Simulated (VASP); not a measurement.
Here is a VASP 6.6.1 calculation.

File INCAR:

```
SYSTEM = K
AGGAC    = 1.0          
AGGAX    = 1.0          
ALDAC    = 0.0          
ALDAX    = 1.0          
ALGO     = Normal         ! electronic algorithm
EDIFF    = 1E-6           ! SCF threshold, eV
EDIFFG   = -0.01          ! ionic threshold
ENCUT    = 600            ! plane-wave cutoff, eV
GGA      = B5             ! functional
IBRION   = 2              ! ionic algorithm
ISIF     = 3              ! what is computed and relaxed
ISMEAR   = -1             ! smearing method
LASPH    = .True.         ! aspherical terms in the spheres
LCHARG   = .False.        ! write CHGCAR
LREAL    = .False.        ! projectors in reciprocal space
LWAVE    = .False.        ! write WAVECAR
NELM     = 60             ! most SCF steps
NSW      = 80             ! ionic steps
PREC     = Accurate       ! precision mode
SIGMA    = 0.1            ! smearing width, eV
```

KPOINTS

```
k-points
0
Gamma
  9 9 9
  0 0 0
```

File POSCAR:

```
K
1.0
   -2.6125000000      2.6125000000      2.6125000000
    2.6125000000     -2.6125000000      2.6125000000
    2.6125000000      2.6125000000     -2.6125000000
K
1
Direct
    0.0000000000      0.0000000000      0.0000000000
```

Potentials or basis: VASP PAW PBE potentials, release 64 (K_sv).

Run with:

```console
$ cat potpaw_PBE.64/K_sv/POTCAR > POTCAR
$ mpirun -np 1 vasp_std > vasp.out
```

Question: What does it give for the relaxed cell?

Answer: a = 4.610 Å, b = 4.610 Å, c = 4.610 Å, α = 109.47°, β = 109.47°, γ = 109.47°.

Question: Estimate the relaxed volume.

Answer: 75.44 Å³/atom.

Final structure:
```
K
1.0
    -2.66178    2.66178    2.66178
     2.66178   -2.66178    2.66178
     2.66178    2.66178   -2.66178
K
1
Direct
  0.00000 0.00000 0.00000
```

Caveat: the PAW data sets were made with another functional, which shifts forces and pressure a little. BLYP gives volumes clearly too large for solids.
